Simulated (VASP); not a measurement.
A run of VASP 6.6.1 is set up as follows.

INCAR

```
SYSTEM = CoMo
  PREC = Accurate
  ENCUT = 520
  EDIFF = 1E-7
  ISMEAR = -1
  SIGMA = 0.05
  LREAL = .False.
  LASPH = .True.
  NELM = 150
  ALGO = Normal
  ISIF = 2
  LWAVE = .False.
  LCHARG = .False.
  ISPIN = 2
  MAGMOM = 0.1 0
  LORBIT = 11
  NUPDOWN = 0.1
  LMAXMIX = 4
  GGA = CA
  NBANDS = 22
```

KPOINTS

```
regular mesh
0
Gamma
  14 14 8
  0 0 0
```

Contents of POSCAR:

```
CoMo
1.0
    2.6949279053      0.0000000000      0.0000000000
   -1.3474639526      2.3338760273      0.0000000000
    0.0000000000      0.0000000000      4.1836180000
Co Mo
1 1
Direct
    0.6666666667      0.3333333333      0.5000000000
    0.3333333333      0.6666666667      0.0000000000
```

Potentials or basis: VASP PAW LDA potentials, release 64 (Co, Mo_sv).

Launch:

```bash
$ cat potpaw_LDA.64/Co/POTCAR potpaw_LDA.64/Mo_sv/POTCAR > POTCAR
$ mpirun -np 1 vasp_std > vasp.out
```

**Question.** What does it give for the pressure?

**Answer.** -12.8 GPa.

Stress tensor (GPa, compression positive):
```
-12.52   0.00   0.00
  0.00 -12.52   0.00
  0.00   0.00 -13.44
```

Caveat: the total moment is fixed, so each spin has its own Fermi level.
